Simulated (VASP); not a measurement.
The system is SiC.

```
Si C
1.0
     1.53890   -2.66750    0.00000
     1.53890    2.66750    0.00000
     0.00000    0.00000   15.12190
Si C
6 6
Cartesian
  1.5389 1.7750 5.4136
  1.5389 -1.7750 12.9746
  1.5389 -0.0037 0.3644
  1.5389 0.0037 7.9254
  1.5389 -1.7910 2.8919
  1.5389 1.7910 10.4529
  1.5389 0.0213 2.2728
  1.5389 -0.0213 9.8338
  1.5389 1.8139 7.2842
  1.5389 -1.8139 14.8452
  1.5389 -1.7552 4.7906
  1.5389 1.7552 12.3516
```

| Item | Value |
| --- | --- |
| Program | VASP 6.6.1 |
| Task | relaxation of cell and atoms |
| Functional | PBEsol |
| Potentials or basis | VASP PAW PBE potentials, release 64 (Si, C) |
| Cutoff | 600 eV |
| k mesh | 8 × 8 × 2 |
| Occupations | gaussian, width 0.1 eV |
| Spin | no spin polarisation |

At the start: pressure 0.1 GPa; volume 10.35 Å³/atom.

Where does the relaxation end?

Over 6 steps the energy falls by 5.6 meV/atom; space group P6_3mc (No. 186, to 0.1 Å) before and after.

Step by step:
| step | energy change (eV) | largest force (eV/Å) | pressure (GPa) | volume (Å³) |
| --- | --- | --- | --- | --- |
| 1 | 0.0000 | 0.7242 | 0.15 | 124.15 |
| 2 | -0.0022 | 0.7625 | -0.12 | 124.32 |
| 3 | -0.0618 | 0.1498 | -0.16 | 124.24 |
| 4 | -0.0664 | 0.0610 | 0.13 | 124.07 |
| 5 | -0.0664 | 0.0611 | 0.13 | 124.07 |
| 6 | -0.0667 | 0.0397 | -0.09 | 124.19 |

Final structure:
```
CELL_PARAMETERS angstrom
1.53970 -2.66909 0.00000
1.53970 2.66909 0.00000
0.00000 0.00000 15.10970
ATOMIC_POSITIONS crystal
Si 0.16477 0.83523 0.35770
Si 0.83523 0.16477 0.85770
Si 0.50253 0.49747 0.02452
Si 0.49747 0.50253 0.52452
Si 0.83252 0.16748 0.19123
Si 0.16748 0.83252 0.69123
C 0.49943 0.50057 0.14980
C 0.50057 0.49943 0.64980
C 0.16391 0.83609 0.48272
C 0.83609 0.16391 0.98272
C 0.83161 0.16839 0.31617
C 0.16839 0.83161 0.81617
```

Caveat: the PAW data sets were made with another functional, which shifts forces and pressure a little; the relaxation stopped at a loose force limit of 0.05 eV/Å, so its end isn't a converged minimum.
